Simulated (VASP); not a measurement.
# Hg (Im-3m) in VASP: further runs

The runs below take Hg through single point, with PBE.

Everything below comes from runs of VASP 6.6.1. Logs are shortened: lines on timing, memory, paths and dates and some standing lists are left out, and cuts for length are marked.

## 1. The cell of the first run

Symmetry: Im-3m, No. 229, cubic system. The conventional cell has a = 3.852 Å, b = 3.852 Å, c = 3.852 Å, α = 90.00°, β = 90.00°, γ = 90.00°. Within 4.4 Å of Hg (site symmetry m-3m) lie 14 Hg at 3.34 to 3.85 Å.

## 2. Single point, PBE, non-collinear spin, zero start, spin-orbit coupling (28.57 Å³/atom)

INCAR reads:

```
SYSTEM = Hg
  PREC = Accurate
  ENCUT = 520
  EDIFF = 1E-6
  ISMEAR = 0
  SIGMA = 0.05
  LREAL = .FALSE.
  LASPH = .TRUE.
  NELM = 150
  ALGO = Fast
  ISIF = 2
  LWAVE = .FALSE.
  LCHARG = .FALSE.
  MAGMOM = 0 0 0
  LORBIT = 11
  LSORBIT = .TRUE.
  GGA_COMPAT = .FALSE.
  LORBMOM = .TRUE.
  GGA = PE
  NBANDS = 23
```

KPOINTS reads:

```
regular mesh
0
G
  16 16 16
  0 0 0
```

POSCAR reads:

```
Hg
1.0
   -1.9259018287      1.9259018287      1.9259018287
    1.9259018287     -1.9259018287      1.9259018287
    1.9259018287      1.9259018287     -1.9259018287
Hg
1
Direct
    0.0000000000      0.0000000000      0.0000000000
```

Potentials or basis: VASP PAW PBE potentials, release 64 (Hg).

Command:

```sh
$ cat potpaw_PBE.64/Hg/POTCAR > POTCAR
$ mpirun -np 1 vasp_ncl > vasp.out
```

OUTCAR:

```text
SYSTEM = Hg
   PREC = Accurate
   ENCUT = 520
   EDIFF = 1E-6
   ISMEAR = 0
   LREAL = .FALSE.
   LASPH = .TRUE.
   NELM = 150
   ISIF = 2
   LORBIT = 11
   LSORBIT = .TRUE.
   GGA = PE

 ion  position               nearest neighbor table
   1  0.000  0.000  0.000-

  LATTYP: Found a body centered cubic cell.
 ALAT       =     3.8518036574

  Lattice vectors:

 A1 = (  -1.9259018287,   1.9259018287,   1.9259018287)
 A2 = (   1.9259018287,  -1.9259018287,   1.9259018287)
 A3 = (   1.9259018287,   1.9259018287,  -1.9259018287)

Analysis of symmetry for initial positions (statically):
=====================================================================
 Subroutine PRICEL returns:
 Original cell was already a primitive cell.

 Routine SETGRP: Setting up the symmetry group for a
 body centered cubic supercell.

 Subroutine GETGRP returns: Found 48 space group operations
 (whereof 48 operations were pure point group operations)
 out of a pool of 48 trial point group operations.

The static configuration has the point symmetry O_h .

Analysis of symmetry for dynamics (positions and initial velocities):
=====================================================================
 Subroutine PRICEL returns:
 Original cell was already a primitive cell.

 Routine SETGRP: Setting up the symmetry group for a
 body centered cubic supercell.

 Subroutine GETGRP returns: Found 48 space group operations
 (whereof 48 operations were pure point group operations)
 out of a pool of 48 trial point group operations.

The dynamic configuration has the point symmetry O_h .

Analysis of structural, dynamic, and magnetic symmetry:
=====================================================================
 Subroutine PRICEL returns:
 Original cell was already a primitive cell.

 Routine SETGRP: Setting up the symmetry group for a
 body centered cubic supercell.

 Subroutine GETGRP returns: Found 48 space group operations
 (whereof 48 operations were pure point group operations)
 out of a pool of 48 trial point group operations.

The overall configuration has the point symmetry O_h .

 Subroutine INISYM returns: Found 48 space group operations
 (whereof 48 operations are pure point group operations),
 and found     1 'primitive' translations

----------------------------------------------------------------------------------------

                                     Primitive cell

  volume of cell :      28.5734

  direct lattice vectors                    reciprocal lattice vectors
    -1.925901829  1.925901829  1.925901829     0.000000000  0.259618633  0.259618633
     1.925901829 -1.925901829  1.925901829     0.259618633  0.000000000  0.259618633
     1.925901829  1.925901829 -1.925901829     0.259618633  0.259618633  0.000000000

  length of vectors
     3.335759818  3.335759818  3.335759818     0.367156192  0.367156192  0.367156192

  position of ions in fractional coordinates (direct lattice)
     0.000000000  0.000000000  0.000000000

  ion indices of the primitive-cell ions
   primitive index   ion index
                 1           1

----------------------------------------------------------------------------------------

 KPOINTS: regular mesh

Automatic generation of k-mesh.
 Grid dimensions read from file:
 generate k-points for:   16   16   16

 Generating k-lattice:

  Cartesian coordinates                     Fractional coordinates (reciprocal lattice)
     0.000000000  0.016226165  0.016226165     0.062500000  0.000000000  0.000000000
     0.016226165  0.000000000  0.016226165     0.000000000  0.062500000  0.000000000
     0.016226165  0.016226165  0.000000000     0.000000000  0.000000000  0.062500000

  Length of vectors
     0.022947262  0.022947262  0.022947262

  Shift w.r.t. Gamma in fractional coordinates (k-lattice)
     0.000000000  0.000000000  0.000000000

 Subroutine IBZKPT returns following result:
[... 41 lines left out ...]
   ISTART =      0    job   : 0-new  1-cont  2-samecut
   ICHARG =      2    charge: 1-file 2-atom 10-const
   ISPIN  =      1    spin polarized calculation?
   LNONCOLLINEAR =      T non collinear calculations
   LSORBIT =      T    spin-orbit coupling
   LASPH  =      T    aspherical Exc in radial PAW
   ENCUT  =  520.0 eV  38.22 Ry    6.18 a.u.   6.20  6.20  6.20*2*pi/ulx,y,z
   NELM   =    150;   NELMIN=  2; NELMDL= -5     # of ELM steps
   EDIFF  = 0.1E-05   stopping-criterion for ELM
   LREAL  =      F    real-space projection
   EDIFFG = 0.1E-04   stopping-criterion for IOM
   NSW    =      0    number of steps for IOM
   IBRION =     -1    ionic relax: 0-MD 1-quasi-New 2-CG
   NFREE  =      0    steps in history (QN), initial steepest desc. (CG)
   ISIF   =      2    stress and relaxation
   ISYM   =      2    0-nonsym 1-usesym 2-fastsym
   POTIM  = 0.5000    time-step for ionic-motion
   TEBEG  =    0.0;   TEEND  =   0.0 temperature during run
   PSTRESS=    0.0 pullay stress
   NELECT =      12.0000    total number of electrons
   NUPDOWN=      -1.0000    fix difference up-down
   EMIN   =  10.00;   EMAX   =-10.00  energy-range for DOS
   EFERMI =   0.00;   METHOD = LEGACY
   ISMEAR =     0;   SIGMA  =   0.05  broadening in eV -4-tet -1-fermi 0-gaus
   EFERMI_NEDOS =   21; number of points for ismear=-14 and -15
   IALGO  =     68    algorithm
   IMIX   =      4    mixing-type and parameters
     AMIX     =   0.40;   BMIX     =  1.00
     AMIX_MAG =   1.60;   BMIX_MAG =  1.00
  volume/ion in A,a.u.               =      28.57       192.82
  Fermi-wavevector in a.u.,A,eV,Ry     =   1.225974  2.316754 20.449708  1.503011
  Thomas-Fermi vector in A             =   2.360992
   LORBIT       =     11    0 simple, 1 ext, 2 COOP (PROOUT), +10 PAW based schemes
   GGA     = PE    functional components
   LHFCALC =     F    Hartree Fock is set to
   AEXX    =    0.0000 exact exchange contribution
   IVDW    =     0    specifies the selected vdW correction
   LEPSILON=     F    determine dielectric tensor
   LRPA    =     F    only Hartree local field effects (RPA)
 RMM-DIIS sequential band-by-band and
 Gauss-broadening in eV      SIGMA  =   0.05
  energy-cutoff  :      520.00
  volume of cell :       28.57
 maximum number of plane-waves:      1568
 NGX is ok and might be reduce to    28
   NGX = 13   NGY = 13   NGZ = 13

 number of electron      12.0000000 magnetization       0.0000000      0.0000000      0.0000000

 number of electron      12.0000001 magnetization       0.0000000     -0.0000000      0.0000000

 number of electron      12.0000001 magnetization      -0.0000000      0.0000000     -0.0000000

 Free energy of the ion-electron system (eV)
  ---------------------------------------------------
  ext. energy  EPLUGINS =         0.00000000
  ---------------------------------------------------
  free energy    TOTEN  =        -0.40859726 eV

  energy without entropy =       -0.40792165  energy(sigma->0) =       -0.40825946

 E-fermi :   1.2501     XC(G=0):  -9.8336

 val. band max:        1.2088235586   @ k =   0.4375   0.0625   0.0000
 cond. band min:       1.2578172000   @ k =  -0.4375   0.4375   0.3750
 fundamental gap:      0.0489936414
 Fermi energy:         1.2501436820

 k-point     1 :       0.0000    0.0000    0.0000
  band No.  band energies     occupation
      1      -6.2360      1.00000
      2      -6.2360      1.00000
      3      -6.1127      1.00000
      4      -6.1127      1.00000
      5      -6.1127      1.00000
      6      -6.1127      1.00000
[... 613 lines left out ...]
     22      17.0422      0.00000
     23      19.3143      0.00000

 [... further k-points ...]
[... 5 lines left out ...]
  --------------------------------------------------------------------------------------
  -------------------------------------------------------------------------------------
  Total       -0.0543560     -0.0543560     -0.0543560      0.0000000     -0.0000000      0.0000000
  in kB       -3.0478621     -3.0478621     -3.0478621      0.0000000     -0.0000000      0.0000000
  external PRESSURE =      -3.0478621 kB  Pullay stress =       0.0000000 kB

 VOLUME and BASIS-vectors are now :
 -----------------------------------------------------------------------------
  energy-cutoff  :      520.00
  volume of cell :       28.57
      direct lattice vectors                 reciprocal lattice vectors
    -1.925901829  1.925901829  1.925901829     0.000000000  0.259618633  0.259618633
     1.925901829 -1.925901829  1.925901829     0.259618633  0.000000000  0.259618633
     1.925901829  1.925901829 -1.925901829     0.259618633  0.259618633  0.000000000

 POSITION                                       TOTAL-FORCE (eV/Angst)
 -----------------------------------------------------------------------------------
      0.00000      0.00000      0.00000        -0.000000      0.000000      0.000000
 -----------------------------------------------------------------------------------
    total drift:                                0.000000      0.000000      0.000000

  FREE ENERGIE OF THE ION-ELECTRON SYSTEM (eV)
  ---------------------------------------------------
  free  energy   TOTEN  =        -0.4085972604 eV

  energy  without entropy=       -0.4079216523  energy(sigma->0) =       -0.40825946

 orbital moment (x)

 # of ion     p       d       tot
 ----------------------------------------
  1        -0.000  -0.000  -0.000
 ----------------------------------------
           -0.000  -0.000  -0.000

 orbital moment (y)

 # of ion     p       d       tot
 ----------------------------------------
  1         0.000   0.000   0.000
 ----------------------------------------
            0.000   0.000   0.000

 orbital moment (z)

 # of ion     p       d       tot
 ----------------------------------------
  1         0.000   0.000   0.000
 ----------------------------------------
            0.000   0.000   0.000

 Spin-Orbit-Coupling matrix elements

 Ion:    1  E_soc:     -0.4646920
 l=   1
     0.0000000    -0.0098899    -0.0098899
    -0.0098899     0.0000000    -0.0098899
    -0.0098899    -0.0098899     0.0000000
 l=   2
     0.0000000    -0.0138386     0.0000000    -0.0138386    -0.0537202
    -0.0138386     0.0000000    -0.0402901    -0.0138386    -0.0134300
     0.0000000    -0.0402901     0.0000000    -0.0402901     0.0000000
    -0.0138386    -0.0138386    -0.0402901     0.0000000    -0.0134300
    -0.0537202    -0.0134300     0.0000000    -0.0134300     0.0000000
 l=   3
     0.0000000     0.0000000     0.0000000     0.0000000     0.0000000     0.0000000     0.0000000
     0.0000000     0.0000000     0.0000000     0.0000000     0.0000000     0.0000000     0.0000000
     0.0000000     0.0000000     0.0000000     0.0000000     0.0000000     0.0000000     0.0000000
     0.0000000     0.0000000     0.0000000     0.0000000     0.0000000     0.0000000     0.0000000
     0.0000000     0.0000000     0.0000000     0.0000000     0.0000000     0.0000000     0.0000000
     0.0000000     0.0000000     0.0000000     0.0000000     0.0000000     0.0000000     0.0000000
     0.0000000     0.0000000     0.0000000     0.0000000     0.0000000     0.0000000     0.0000000

 total charge

# of ion       s       p       d       tot
------------------------------------------
    1        0.942   0.135   9.341  10.418

 magnetization (x)

# of ion       s       p       d       tot
------------------------------------------
    1       -0.000   0.000  -0.000  -0.000

 magnetization (y)

# of ion       s       p       d       tot
------------------------------------------
    1        0.000   0.000  -0.000   0.000

 magnetization (z)

# of ion       s       p       d       tot
------------------------------------------
    1        0.000   0.000  -0.000   0.000
```

Run time: 6.3 min. Hardware: 1 thread of AMD EPYC 7R43 (Zen 3), shared host; peak memory 0.29 GiB.

What came out:

```yaml
Free_energy: -0.4086 eV
Pressure: -0.3 GPa
Net_moment: 0.00 μB per cell
Valence_electrons_inside_the_program's_atomic_spheres: Hg 10.42
```

Moments on the atoms (μB; x, y, z):
```
Hg  0.00 0.00 0.00
```

## 3. Single point, PBE, non-collinear spin, zero start, spin-orbit coupling

This run uses another cell than the first one, of 28.71 Å³/atom.

INCAR reads:

```
SYSTEM = Hg
  PREC = Accurate
  ENCUT = 520
  EDIFF = 1E-6
  ISMEAR = 0
  SIGMA = 0.05
  LREAL = .False.
  LASPH = .True.
  NELM = 150
  ALGO = Normal
  ISIF = 2
  LWAVE = .False.
  LCHARG = .False.
  MAGMOM = 0 0 0
  LORBIT = 11
  LSORBIT = .True.
  GGA_COMPAT = .False.
  LORBMOM = .True.
  GGA = PE
  NBANDS = 23
```

KPOINTS reads:

```
Automatic mesh
0
Gamma
  16 16 16
  0 0 0
```

POSCAR reads:

```
Hg
1.0
   -1.9288830719      1.9288830719      1.9288830719
    1.9288830719     -1.9288830719      1.9288830719
    1.9288830719      1.9288830719     -1.9288830719
Hg
1
Direct
    0.0000000000      0.0000000000      0.0000000000
```

Potentials or basis: VASP PAW PBE potentials, release 64 (Hg).

Command:

```sh
$ cat potpaw_PBE.64/Hg/POTCAR > POTCAR
$ mpirun -np 1 vasp_ncl > vasp.out
```

Run time: 3.9 min. Hardware: 1 thread of AMD EPYC 7R43 (Zen 3), shared host; peak memory 0.29 GiB.

The run converged. Its results:

| Quantity | Value |
| --- | --- |
| Free energy | -0.4084 eV |
| Pressure | -0.3 GPa |
| Net moment | 0.00 μB per cell |
| Valence electrons inside the program's atomic spheres | Hg 10.42 |

Moments on the atoms (μB; x, y, z):
```
Hg  0.00 0.00 0.00
```
